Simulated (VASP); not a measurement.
Here is a VASP 6.6.1 calculation.

File INCAR:

```
SYSTEM = Si
ALGO = Normal
EDIFF = 1E-7
ENCUT = 520
GGA = CA
ISIF = 2
ISMEAR = 0
LASPH = .TRUE.
LCHARG = .FALSE.
LREAL = .FALSE.
LWAVE = .FALSE.
NBANDS = 11
NELM = 80
PREC = Accurate
SIGMA = 0.05
```

File KPOINTS:

```
k-points
0
G
  12 12 12
  0 0 0
```

The input POSCAR:

```
Si
1.0
    0.0000000000      2.7009735863      2.7009735863
    2.7009735863      0.0000000000      2.7009735863
    2.7009735863      2.7009735863      0.0000000000
Si
2
Direct
    0.5000000000      0.5000000000      0.4777857879
    0.7500000000      0.7500000000      0.7722142121
```

Potentials or basis: VASP PAW LDA potentials, release 64 (Si).

Launch:

```bash
$ cat potpaw_LDA.64/Si/POTCAR > POTCAR
$ mpirun -np 1 vasp_std > vasp.out
```

**Question.** Estimate the largest force.

**Answer.** 2.304 eV/Å.

**Question.** Estimate the band gap on the k mesh.

**Answer.** Zero (band 4 reaches 6.75 eV, above the bottom of band 5 at 6.20 eV).

**Question.** What does it give for the pressure?

**Answer.** 1.0 GPa.

Stress tensor (GPa, compression positive):
```
 0.67  1.28 -5.16
 1.28  0.67 -5.16
-5.16 -5.16  1.79
```

Caveat: the cell differs from its parent crystal (mode 4 frozen in at -0.060 Å and mode 5 at -0.060 Å (largest displacements)); forces of over 1 eV/Å act on the atoms, so gaps and moduli don't describe the material at rest.
